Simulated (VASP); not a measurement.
# C (P6_3/mmc) in VASP: single point with r2SCAN

Aim: the single point of C with r2SCAN.

The COD entry that gives the cell may itself be a prediction, so a difference from it is no test against experiment.

Program: VASP 6.6.1. These are calculated values, not measurements. Logs are shortened: lines on timing, memory, paths and dates and some standing lists are left out, and cuts for length are marked.

## 1. The cell of the first run

The structure is hexagonal, space group P6_3/mmc (No. 194). The conventional cell has a = 2.522 Å, b = 2.522 Å, c = 8.237 Å, α = 90.00°, β = 90.00°, γ = 120.00°. C (site symmetry 3m) has 4 C at 1.54 Å within 2.1 Å. Within 2.1 Å of C (site symmetry 3m) lie 4 C at 1.54 Å.

## 2. Single point, r2SCAN

The input, POSCAR:

```
C
1.0
    2.5220988435      0.0000000000      0.0000000000
   -1.2610494217      2.1842016693      0.0000000000
    0.0000000000      0.0000000000      8.2371000000
C
8
Direct
    0.0000000000      0.0000000000      0.0937500000
    0.0000000000      0.0000000000      0.5937500000
    0.0000000000      0.0000000000      0.4062500000
    0.0000000000      0.0000000000      0.9062500000
    0.3333333333      0.6666666667      0.1562500000
    0.6666666667      0.3333333333      0.6562500000
    0.3333333333      0.6666666667      0.3437500000
    0.6666666667      0.3333333333      0.8437500000
```

The input, INCAR.step1:

```
PREC = Accurate
ENCUT = 520
ISMEAR = 0
SIGMA = 0.05
LREAL = False
LASPH = True
NELM = 60
NBANDS = 26
GGA = PE
ALGO = Normal
EDIFF = 1E-4
LWAVE = True
LCHARG = False
```

The input, INCAR.step2:

```
PREC = Accurate
ENCUT = 520
EDIFF = 1E-6
ISMEAR = 0
SIGMA = 0.05
LREAL = False
LASPH = True
NELM = 60
ALGO = Normal
ISIF = 2
LWAVE = False
LCHARG = True
METAGGA = R2SCAN
LMIXTAU = True
LELF = True
LVHAR = True
NBANDS = 26
ISTART = 1
```

The input, KPOINTS:

```
Automatic mesh
0
Gamma
  12 12 4
```

Potentials or basis: VASP PAW PBE potentials, release 64 (C).

Run with:

```sh
cat potpaw_PBE.64/C/POTCAR > POTCAR
cp INCAR.step1 INCAR
mpirun -np 1 vasp_std > vasp.out
cp INCAR.step2 INCAR
mpirun -np 1 vasp_std > vasp.out
```

OUTCAR:

```text
PREC = Accurate
   ENCUT = 520
   EDIFF = 1E-6
   ISMEAR = 0
   LREAL = False
   LASPH = True
   NELM = 60
   ISIF = 2
   METAGGA = R2SCAN
   ISTART = 1

 ion  position               nearest neighbor table
   1  0.000  0.000  0.094-   4 1.54   5 1.54   5 1.54   5 1.54
   2  0.000  0.000  0.594-   3 1.54   6 1.54   6 1.54   6 1.54
   3  0.000  0.000  0.406-   2 1.54   7 1.54   7 1.54   7 1.54
   4  0.000  0.000  0.906-   1 1.54   8 1.54   8 1.54   8 1.54
   5  0.333  0.667  0.156-   7 1.54   1 1.54   1 1.54   1 1.54
   6  0.667  0.333  0.656-   8 1.54   2 1.54   2 1.54   2 1.54
   7  0.333  0.667  0.344-   5 1.54   3 1.54   3 1.54   3 1.54
   8  0.667  0.333  0.844-   6 1.54   4 1.54   4 1.54   4 1.54

  LATTYP: Found a hexagonal cell.
 ALAT       =     2.5220988435
 C/A-ratio  =     3.2659703331

  Lattice vectors:

 A1 = (   2.5220988435,   0.0000000000,   0.0000000000)
 A2 = (  -1.2610494217,   2.1842016693,   0.0000000000)
 A3 = (   0.0000000000,   0.0000000000,   8.2371000000)

Analysis of symmetry for initial positions (statically):
=====================================================================
 Subroutine PRICEL returns:
 Original cell was already a primitive cell.

 Routine SETGRP: Setting up the symmetry group for a
 hexagonal supercell.

 Subroutine GETGRP returns: Found 24 space group operations
 (whereof 12 operations were pure point group operations)
 out of a pool of 24 trial point group operations.

The static configuration has the point symmetry D_3d.
 The point group associated with its full space group is D_6h.

Analysis of symmetry for dynamics (positions and initial velocities):
=====================================================================
 Subroutine PRICEL returns:
 Original cell was already a primitive cell.

 Routine SETGRP: Setting up the symmetry group for a
 hexagonal supercell.

 Subroutine GETGRP returns: Found 24 space group operations
 (whereof 12 operations were pure point group operations)
 out of a pool of 24 trial point group operations.

The dynamic configuration has the point symmetry D_3d.
 The point group associated with its full space group is D_6h.

[... 109 lines left out ...]
   NELM   =     60;   NELMIN=  2; NELMDL=  0     # of ELM steps
   EDIFF  = 0.1E-05   stopping-criterion for ELM
   LREAL  =      F    real-space projection
   EDIFFG = 0.1E-04   stopping-criterion for IOM
   NSW    =      0    number of steps for IOM
   IBRION =     -1    ionic relax: 0-MD 1-quasi-New 2-CG
   NFREE  =      0    steps in history (QN), initial steepest desc. (CG)
   ISIF   =      2    stress and relaxation
   ISYM   =      2    0-nonsym 1-usesym 2-fastsym
   POTIM  = 0.5000    time-step for ionic-motion
   TEBEG  =    0.0;   TEEND  =   0.0 temperature during run
   PSTRESS=    0.0 pullay stress
   NELECT =      32.0000    total number of electrons
   NUPDOWN=      -1.0000    fix difference up-down
   EMIN   =  10.00;   EMAX   =-10.00  energy-range for DOS
   EFERMI =   0.00;   METHOD = LEGACY
   ISMEAR =     0;   SIGMA  =   0.05  broadening in eV -4-tet -1-fermi 0-gaus
   EFERMI_NEDOS =   21; number of points for ismear=-14 and -15
   IALGO  =     38    algorithm
   IMIX   =      4    mixing-type and parameters
     AMIX     =   0.40;   BMIX     =  1.00
     AMIX_MAG =   1.60;   BMIX_MAG =  1.00
  volume/ion in A,a.u.               =       5.67        38.28
  Fermi-wavevector in a.u.,A,eV,Ry     =   1.457186  2.753683 28.890503  2.123392
  Thomas-Fermi vector in A             =   2.574017
   LORBIT       =      0    0 simple, 1 ext, 2 COOP (PROOUT), +10 PAW based schemes
   METAGGA = R2SCAN    functional components
   LHFCALC =     F    Hartree Fock is set to
   AEXX    =    0.0000 exact exchange contribution
   IVDW    =     0    specifies the selected vdW correction
   LEPSILON=     F    determine dielectric tensor
   LRPA    =     F    only Hartree local field effects (RPA)
 non-spin polarized calculation
 Gauss-broadening in eV      SIGMA  =   0.05
  energy-cutoff  :      520.00
  volume of cell :       45.38
 maximum number of plane-waves:      1242
 NGX is ok and might be reduce to    20
   NGX =  9   NGY =  9   NGZ = 31

 number of electron      31.9999995 magnetization

 Free energy of the ion-electron system (eV)
  ---------------------------------------------------
  ext. energy  EPLUGINS =         0.00000000
  ---------------------------------------------------
  free energy    TOTEN  =       -78.52482185 eV

  energy without entropy =      -78.52482185  energy(sigma->0) =      -78.52482185

 E-fermi :  10.1634     XC(G=0): -14.2544

 val. band max:        9.8582728494   @ k =   0.0000   0.0000   0.0000
 cond. band min:      14.4782208446   @ k =   0.4167   0.0000   0.0000
 fundamental gap:      4.6199479952
 Fermi energy:        10.1634370942

 k-point     1 :       0.0000    0.0000    0.0000
  band No.  band energies     occupation
      1     -12.9955      2.00000
      2     -11.2256      2.00000
      3     -11.1744      2.00000
      4      -7.0123      2.00000
      5      -4.3472      2.00000
      6       2.6993      2.00000
[... 685 lines left out ...]
     25      20.8677      0.00000
     26      22.8578      0.00000

 [... further k-points ...]

------------------------ aborting loop because EDIFF is reached ----------------------------------------

  FORCE on cell =-STRESS in cart. coord.  units (eV):
  Direction    XX          YY          ZZ          XY          YZ          ZX
  --------------------------------------------------------------------------------------
  -------------------------------------------------------------------------------------
  Total       -1.4741442     -1.4741442      2.2444017     -0.0000000     -0.0000000     -0.0000000
  in kB      -52.0500760    -52.0500760     79.2468486     -0.0000000     -0.0000000     -0.0000000
  external PRESSURE =      -8.2844345 kB  Pullay stress =       0.0000000 kB

 VOLUME and BASIS-vectors are now :
 -----------------------------------------------------------------------------
  energy-cutoff  :      520.00
  volume of cell :       45.38
      direct lattice vectors                 reciprocal lattice vectors
     2.522098843  0.000000000  0.000000000     0.396495166  0.228916591  0.000000000
    -1.261049422  2.184201669  0.000000000     0.000000000  0.457833182  0.000000000
     0.000000000  0.000000000  8.237100000     0.000000000  0.000000000  0.121401950

 POSITION                                       TOTAL-FORCE (eV/Angst)
 -----------------------------------------------------------------------------------
      0.00000      0.00000      0.77223        -0.000000      0.000000     -0.360604
      0.00000      0.00000      4.89078        -0.000000     -0.000000     -0.360604
      0.00000      0.00000      3.34632        -0.000000      0.000000      0.360604
      0.00000      0.00000      7.46487        -0.000000      0.000000      0.360604
     -0.00000      1.45613      1.28705         0.000000      0.000000     -0.331112
      1.26105      0.72807      5.40560         0.000000     -0.000000     -0.331112
     -0.00000      1.45613      2.83150        -0.000000      0.000000      0.331112
      1.26105      0.72807      6.95005         0.000000     -0.000000      0.331112
 -----------------------------------------------------------------------------------
    total drift:                               -0.000000      0.000000      0.000000

  FREE ENERGIE OF THE ION-ELECTRON SYSTEM (eV)
  ---------------------------------------------------
  free  energy   TOTEN  =       -78.5248218486 eV

  energy  without entropy=      -78.5248218486  energy(sigma->0) =      -78.52482185
```

Wall time 1.9 min (1 thread of AMD EPYC 9R45 (Zen 5), shared host); peak memory 0.16 GiB.

Results:

```yaml
Free_energy: -78.5248 eV
Pressure: -0.8 GPa
Largest_force: 0.361 eV/Å
Band_gap_on_the_k_mesh: 4.62 eV, indirect (least direct gap 5.41 eV)
```

Forces in eV/Å, atoms in the order of the input:
```
C    0.000  0.000 -0.361
C    0.000  0.000 -0.361
C    0.000  0.000  0.361
C    0.000  0.000  0.361
C    0.000  0.000 -0.331
C    0.000  0.000 -0.331
C    0.000  0.000  0.331
C    0.000  0.000  0.331
```

Stress tensor (GPa, compression positive):
```
-5.21  0.00  0.00
 0.00 -5.21  0.00
 0.00  0.00  7.92
```

Levels at points of the mesh, in eV from the valence-band top:
| k point | band 13 | band 14 | band 15 | band 16 | band 17 | band 18 | band 19 | band 20 |
| --- | --- | --- | --- | --- | --- | --- | --- | --- |
| (0.00, 0.00, 0.00) | -1.85 | -0.23 | 0.00 | 0.00 | 5.40 | 5.41 | 5.96 | 7.34 |
| (0.50, 0.00, 0.00) | -5.30 | -4.83 | -3.92 | -3.12 | 4.68 | 5.83 | 6.17 | 6.31 |
| (0.00, 0.00, 0.50) | -0.72 | -0.72 | -0.72 | -0.72 | 6.25 | 6.25 | 6.25 | 6.25 |
| (0.50, 0.00, 0.50) | -5.00 | -5.00 | -3.88 | -3.88 | 5.05 | 5.05 | 7.48 | 7.48 |

Caveat: the PAW data sets were made with another functional, which shifts forces and pressure a little. A k mesh can miss the band edges.
